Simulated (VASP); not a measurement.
# Al2CdAu4 (I-4) in VASP: single point with r2SCAN

Aim: the single point of Al2CdAu4 with r2SCAN.

Everything below comes from runs of VASP 6.6.1. Logs are shortened: lines on timing, memory, paths and dates and some standing lists are left out, and cuts for length are marked.

### 1 The cell of the first run

The structure is tetragonal, space group I-4 (No. 82). The conventional cell has a = 5.181 Å, b = 5.181 Å, c = 11.317 Å, α = 90.00°, β = 90.00°, γ = 90.00°. Au (site symmetry 1) has 2 Al at 2.47 to 2.50 Å and 1 Cd at 2.77 Å and 3 Au at 2.81 to 2.84 Å within 3.3 Å. Cd (site symmetry -4) has 4 Au at 2.77 Å within 3.6 Å. Al (site symmetry -4) has 4 Au at 2.50 Å within 3.3 Å. Within 3.3 Å of Al (site symmetry -4) lie 4 Au at 2.47 Å.

### 2 Single point, r2SCAN

Contents of POSCAR:

```
Al2CdAu4
1.0
    0.0000000000      5.1807252433      0.0000000000
    5.1807252433      0.0000000000      0.0000000000
    2.5903626216      2.5903626216     -5.6583704772
Au Cd Al
4 1 2
Direct
    0.3213136451      0.4415485361      0.6793447660
    0.5584514639      0.0006584111      0.3206552340
    0.9993415889      0.8791066979      0.6793447660
    0.1208933021      0.6786863549      0.3206552340
    0.5000000000      0.5000000000      0.0000000000
    0.7500000000      0.2500000000      0.5000000000
    0.0000000000      0.0000000000      0.0000000000
```

Contents of INCAR.step1:

```
PREC = Accurate
ENCUT = 520
ISMEAR = 0
SIGMA = 0.0404
LREAL = F
LASPH = T
NELM = 80
NBANDS = 40
GGA = PE
ALGO = Normal
EDIFF = 1E-4
LWAVE = T
LCHARG = F
```

Contents of INCAR.step2:

```
PREC = Accurate
ENCUT = 520
EDIFF = 1E-6
ISMEAR = 0
SIGMA = 0.0404
LREAL = F
LASPH = T
NELM = 80
ALGO = Normal
ISIF = 2
LWAVE = F
LCHARG = T
METAGGA = R2SCAN
LMIXTAU = T
LELF = T
LVHAR = T
NBANDS = 40
ISTART = 1
```

Contents of KPOINTS:

```
Automatic mesh
0
Gamma
  5 5 5
```

Potentials or basis: VASP PAW PBE potentials, release 64 (Au, Cd, Al).

Launch:

```
> cat potpaw_PBE.64/Au/POTCAR potpaw_PBE.64/Cd/POTCAR potpaw_PBE.64/Al/POTCAR > POTCAR
> cp INCAR.step1 INCAR
> mpirun -np 1 vasp_std > vasp.out
> cp INCAR.step2 INCAR
> mpirun -np 1 vasp_std > vasp.out
```

OUTCAR:

```text
PREC = Accurate
   ENCUT = 520
   EDIFF = 1E-6
   ISMEAR = 0
   LREAL = F
   LASPH = T
   NELM = 80
   ISIF = 2
   METAGGA = R2SCAN
   ISTART = 1

 ion  position               nearest neighbor table
   1  0.321  0.442  0.679-   7 2.47   6 2.50   5 2.77   3 2.81   4 2.84   2 2.84   3 3.36
   2  0.558  0.001  0.321-   7 2.47   6 2.50   5 2.77   4 2.81   3 2.84   1 2.84   4 3.36
   3  0.999  0.879  0.679-   7 2.47   6 2.50   5 2.77   1 2.81   4 2.84   2 2.84   1 3.36
   4  0.121  0.679  0.321-   7 2.47   6 2.50   5 2.77   2 2.81   3 2.84   1 2.84   2 3.36
   5  0.500  0.500  0.000-   1 2.77   4 2.77   2 2.77   3 2.77
   6  0.750  0.250  0.500-   2 2.50   3 2.50   1 2.50   4 2.50
   7  0.000  0.000  0.000-   3 2.47   4 2.47   2 2.47   1 2.47

  LATTYP: Found a body centered tetragonal cell.
 ALAT       =     5.1807252433
 C/A-ratio  =     2.1843931926

  Lattice vectors:

 A1 = (  -2.5903626216,   2.5903626217,   5.6583704772)
 A2 = (   2.5903626217,  -2.5903626216,   5.6583704772)
 A3 = (   2.5903626216,   2.5903626216,  -5.6583704772)

Analysis of symmetry for initial positions (statically):
=====================================================================
 Subroutine PRICEL returns:
 Original cell was already a primitive cell.

 Routine SETGRP: Setting up the symmetry group for a
 body centered tetragonal supercell.

 Subroutine GETGRP returns: Found  4 space group operations
 (whereof  4 operations were pure point group operations)
 out of a pool of 16 trial point group operations.

The static configuration has the point symmetry S_4 .

Analysis of symmetry for dynamics (positions and initial velocities):
=====================================================================
 Subroutine PRICEL returns:
 Original cell was already a primitive cell.

 Routine SETGRP: Setting up the symmetry group for a
 body centered tetragonal supercell.

 Subroutine GETGRP returns: Found  4 space group operations
 (whereof  4 operations were pure point group operations)
 out of a pool of 16 trial point group operations.

The dynamic configuration has the point symmetry S_4 .

 Subroutine INISYM returns: Found  4 space group operations
 (whereof  4 operations are pure point group operations),
 and found     1 'primitive' translations

----------------------------------------------------------------------------------------

                                     Primitive cell

  volume of cell :     151.8702

  direct lattice vectors                    reciprocal lattice vectors
     0.000000000  5.180725243  0.000000000     0.000000000  0.193023168  0.088364663
     5.180725243  0.000000000  0.000000000     0.193023168  0.000000000  0.088364663
     2.590362622  2.590362622 -5.658370477     0.000000000  0.000000000 -0.176729326

  length of vectors
     5.180725243  5.180725243  6.740705711     0.212288146  0.212288146  0.176729326

  position of ions in fractional coordinates (direct lattice)
     0.321313645  0.441548536  0.679344766
     0.558451464  0.000658411  0.320655234
     0.999341589  0.879106698  0.679344766
     0.120893302  0.678686355  0.320655234
     0.500000000  0.500000000  0.000000000
     0.750000000  0.250000000  0.500000000
     0.000000000  0.000000000  0.000000000

  ion indices of the primitive-cell ions
   primitive index   ion index
                 1           1
                 2           2
                 3           3
                 4           4
                 5           5
                 6           6
                 7           7

----------------------------------------------------------------------------------------

 KPOINTS: Automatic mesh

Automatic generation of k-mesh.
 Grid dimensions read from file:
 generate k-points for:    5    5    5

 Generating k-lattice:

  Cartesian coordinates                     Fractional coordinates (reciprocal lattice)
     0.000000000  0.038604634  0.017672933     0.200000000  0.000000000 -0.000000000
     0.038604634  0.000000000  0.017672933     0.000000000  0.200000000 -0.000000000
     0.000000000  0.000000000 -0.035345865     0.000000000  0.000000000  0.200000000

  Length of vectors
     0.042457629  0.042457629  0.035345865

  Shift w.r.t. Gamma in fractional coordinates (k-lattice)
     0.000000000  0.000000000  0.000000000

 Subroutine IBZKPT returns following result:
 ===========================================

 Found     21 irreducible k-points:

 Following reciprocal coordinates:
            Coordinates               Weight
  0.000000  0.000000  0.000000      1.000000
  0.200000  0.000000  0.000000      8.000000
  0.400000  0.000000 -0.000000      8.000000
  0.200000  0.200000  0.000000      8.000000
  0.400000  0.200000 -0.000000      8.000000
 -0.200000 -0.400000  0.000000      8.000000
[... 13 lines left out ...]
  0.000000  0.000000  0.400000      2.000000
 -0.200000  0.000000  0.400000      4.000000
   k-points           NKPTS =     21   k-points in BZ     NKDIM =     21   number of bands    NBANDS=     40
   number of dos      NEDOS =    301   number of ions     NIONS =      7
   total plane-waves  NPLWV =  80000
   dimension x,y,z NGX =    40 NGY =   40 NGZ =   50
   dimension x,y,z NGXF=    80 NGYF=   80 NGZF=  100
   ions per type =               4   1   2
   NGX,Y,Z   is equivalent  to a cutoff of  12.84, 12.84, 12.33 a.u.
   NGXF,Y,Z  is equivalent  to a cutoff of  25.67, 25.67, 24.66 a.u.
 SYSTEM =  unknown system
   PREC   = accura    normal or accurate (medium, high low for compatibility)
   ISTART =      1    job   : 0-new  1-cont  2-samecut
   ICHARG =      0    charge: 1-file 2-atom 10-const
   ISPIN  =      1    spin polarized calculation?
   LNONCOLLINEAR =      F non collinear calculations
   LSORBIT =      F    spin-orbit coupling
   LASPH  =      T    aspherical Exc in radial PAW
   ENCUT  =  520.0 eV  38.22 Ry    6.18 a.u.   9.63  9.63 12.53*2*pi/ulx,y,z
   NELM   =     80;   NELMIN=  2; NELMDL=  0     # of ELM steps
   EDIFF  = 0.1E-05   stopping-criterion for ELM
   LREAL  =      F    real-space projection
   EDIFFG = 0.1E-04   stopping-criterion for IOM
   NSW    =      0    number of steps for IOM
   IBRION =     -1    ionic relax: 0-MD 1-quasi-New 2-CG
   NFREE  =      0    steps in history (QN), initial steepest desc. (CG)
   ISIF   =      2    stress and relaxation
   ISYM   =      2    0-nonsym 1-usesym 2-fastsym
   POTIM  = 0.5000    time-step for ionic-motion
   TEBEG  =    0.0;   TEEND  =   0.0 temperature during run
   PSTRESS=    0.0 pullay stress
   NELECT =      62.0000    total number of electrons
   NUPDOWN=      -1.0000    fix difference up-down
   EMIN   =  10.00;   EMAX   =-10.00  energy-range for DOS
   EFERMI =   0.00;   METHOD = LEGACY
   ISMEAR =     0;   SIGMA  =   0.04  broadening in eV -4-tet -1-fermi 0-gaus
   EFERMI_NEDOS =   21; number of points for ismear=-14 and -15
   IALGO  =     38    algorithm
   IMIX   =      4    mixing-type and parameters
     AMIX     =   0.40;   BMIX     =  1.00
     AMIX_MAG =   1.60;   BMIX_MAG =  1.00
  volume/ion in A,a.u.               =      21.70       146.41
  Fermi-wavevector in a.u.,A,eV,Ry     =   1.214454  2.294986 20.067227  1.474900
  Thomas-Fermi vector in A             =   2.349874
   LORBIT       =      0    0 simple, 1 ext, 2 COOP (PROOUT), +10 PAW based schemes
   METAGGA = R2SCAN    functional components
   LHFCALC =     F    Hartree Fock is set to
   AEXX    =    0.0000 exact exchange contribution
   IVDW    =     0    specifies the selected vdW correction
   LEPSILON=     F    determine dielectric tensor
   LRPA    =     F    only Hartree local field effects (RPA)
 non-spin polarized calculation
 Gauss-broadening in eV      SIGMA  =   0.04
  energy-cutoff  :      520.00
  volume of cell :      151.87
 maximum number of plane-waves:      4129
   NGX = 19   NGY = 19   NGZ = 25

 number of electron      62.0000006 magnetization

 Free energy of the ion-electron system (eV)
  ---------------------------------------------------
  ext. energy  EPLUGINS =         0.00000000
  ---------------------------------------------------
  free energy    TOTEN  =      -236.85728808 eV

  energy without entropy =     -236.85587055  energy(sigma->0) =     -236.85657931

 E-fermi :   5.5629     XC(G=0): -11.1250

 val. band max:        5.5419628582   @ k =   0.4000   0.2000  -0.2000
 cond. band min:       5.6370416483   @ k =   0.4000   0.4000  -0.0000
 fundamental gap:      0.0950787901
 Fermi energy:         5.5629342322

 k-point     1 :       0.0000    0.0000    0.0000
  band No.  band energies     occupation
      1      -3.7448      2.00000
      2      -3.4396      2.00000
      3      -3.4396      2.00000
      4      -3.3698      2.00000
      5      -3.3158      2.00000
      6      -3.2649      2.00000
[... 32 lines left out ...]
     39      11.4906      0.00000
     40      13.2443      0.00000

 k-point     2 :       0.2000    0.0000    0.0000
  band No.  band energies     occupation
      1      -3.5170      2.00000
      2      -3.4406      2.00000
      3      -3.3977      2.00000
      4      -3.3544      2.00000
      5      -3.3062      2.00000
      6      -3.2596      2.00000
[... 32 lines left out ...]
     39      12.2506      0.00000
     40      12.5685      0.00000

 k-point     3 :       0.4000    0.0000   -0.0000
  band No.  band energies     occupation
      1      -3.4721      2.00000
      2      -3.4329      2.00000
      3      -3.3787      2.00000
      4      -3.3012      2.00000
      5      -3.2521      2.00000
      6      -2.6682      2.00000
[... 724 lines left out ...]
  band No.  band energies     occupation
      1      -3.4222      2.00000
      2      -3.4222      2.00000
      3      -3.3846      2.00000
      4      -3.3226      2.00000
      5      -3.2703      2.00000
      6      -3.0257      2.00000
[... 32 lines left out ...]
     39      11.0365      0.00000
     40      11.4989      0.00000

 k-point    21 :      -0.2000    0.0000    0.4000
  band No.  band energies     occupation
      1      -3.4553      2.00000
      2      -3.4221      2.00000
      3      -3.3737      2.00000
      4      -3.3151      2.00000
      5      -3.2638      2.00000
      6      -2.6157      2.00000
[... 32 lines left out ...]
     39      10.5594      0.00000
     40      11.2179      0.00000

------------------------ aborting loop because EDIFF is reached ----------------------------------------

  FORCE on cell =-STRESS in cart. coord.  units (eV):
  Direction    XX          YY          ZZ          XY          YZ          ZX
  --------------------------------------------------------------------------------------
  -------------------------------------------------------------------------------------
  Total        0.0342415      0.0342415      0.1047031      0.0000008      0.0000000      0.0000000
  in kB        0.3612358      0.3612358      1.1045808      0.0000085      0.0000000      0.0000000
  external PRESSURE =       0.6090175 kB  Pullay stress =       0.0000000 kB

 VOLUME and BASIS-vectors are now :
 -----------------------------------------------------------------------------
  energy-cutoff  :      520.00
  volume of cell :      151.87
      direct lattice vectors                 reciprocal lattice vectors
     0.000000000  5.180725243  0.000000000     0.000000000  0.193023168  0.088364663
     5.180725243  0.000000000  0.000000000     0.193023168  0.000000000  0.088364663
     2.590362622  2.590362622 -5.658370477     0.000000000  0.000000000 -0.176729326

 POSITION                                       TOTAL-FORCE (eV/Angst)
 -----------------------------------------------------------------------------------
      4.04729      3.42439     -3.84398        -0.032489     -0.001955      0.002916
      0.83402      3.72380     -1.81439        -0.001955      0.032489     -0.002916
      6.31416      6.93706     -3.84398         0.032489      0.001955      0.002916
      4.34670      1.45693     -1.81439         0.001955     -0.032489     -0.002916
      2.59036      2.59036      0.00000        -0.000000     -0.000000      0.000000
      2.59036      5.18073     -2.82919        -0.000000      0.000000      0.000000
      0.00000      0.00000      0.00000        -0.000000      0.000000      0.000000
 -----------------------------------------------------------------------------------
    total drift:                               -0.000024      0.000069      0.000076

  FREE ENERGIE OF THE ION-ELECTRON SYSTEM (eV)
  ---------------------------------------------------
  free  energy   TOTEN  =      -236.8572880789 eV

  energy  without entropy=     -236.8558705491  energy(sigma->0) =     -236.85657931
```

It took 17 min on 1 thread of AMD EPYC 7R13, shared host; peak memory 0.34 GiB.

Results:

* Free energy: -236.8573 eV
* Pressure: 0.1 GPa
* Largest force: 0.033 eV/Å
* Band gap on the k mesh: zero (band 31 reaches 6.28 eV, above the bottom of band 32 at 4.16 eV)

Forces in eV/Å, atoms in the order of the input:
```
Au  -0.032 -0.002  0.003
Au  -0.002  0.032 -0.003
Au   0.032  0.002  0.003
Au   0.002 -0.032 -0.003
Cd   0.000  0.000  0.000
Al   0.000  0.000  0.000
Al   0.000  0.000  0.000
```

Caveat: the PAW data sets were made with another functional, which shifts forces and pressure a little; spin-orbit coupling is left out, which moves the levels of the heavy elements.
